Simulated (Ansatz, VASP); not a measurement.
ScVS3 in VASP and in Ansatz

```
CELL_PARAMETERS angstrom
4.59967 0.00000 0.00000
0.00000 4.59967 0.00000
0.00000 0.00000 4.59967
ATOMIC_POSITIONS crystal
Sc 0.50000 0.50000 0.50000
V 0.00000 0.00000 0.00000
S 0.50000 0.00000 0.00000
S 0.00000 0.50000 0.00000
S 0.00000 0.00000 0.50000
```

Alike in both runs: task single point; functional PBE; k mesh 4 × 4 × 4; occupations gaussian, width 0.1 eV; collinear spin.

|  | VASP | Ansatz |
| --- | --- | --- |
| version | VASP 6.6.1 | Ansatz 0.2.0 |
| potentials or method | VASP PAW PBE potentials, release 64 (Sc_sv, V_sv, S), cutoff 520 eV | scalar-relativistic, plane waves, PAW |
| valence electrons in the cell | 42 | 42 |

VASP gave:

| Property | Result |
| --- | --- |
| gap on the k mesh at the Fermi level (eV) | none |
| pressure (GPa) | -1.4 |
| net moment per atom (μB) | 0.32 |
| size of the moment on the site where the two differ most (μB) | 1.17 |

Problem. Estimate Ansatz's values.

Solution. gap on the k mesh at the Fermi level (eV): none; pressure (GPa): -1.4; net moment per atom (μB): 0.32; size of the moment on the site where the two differ most (μB): 1.04.

Site moments also hang on the region over which each program counts them. A gap of «none» marks a metal or a gap that the smearing closes.
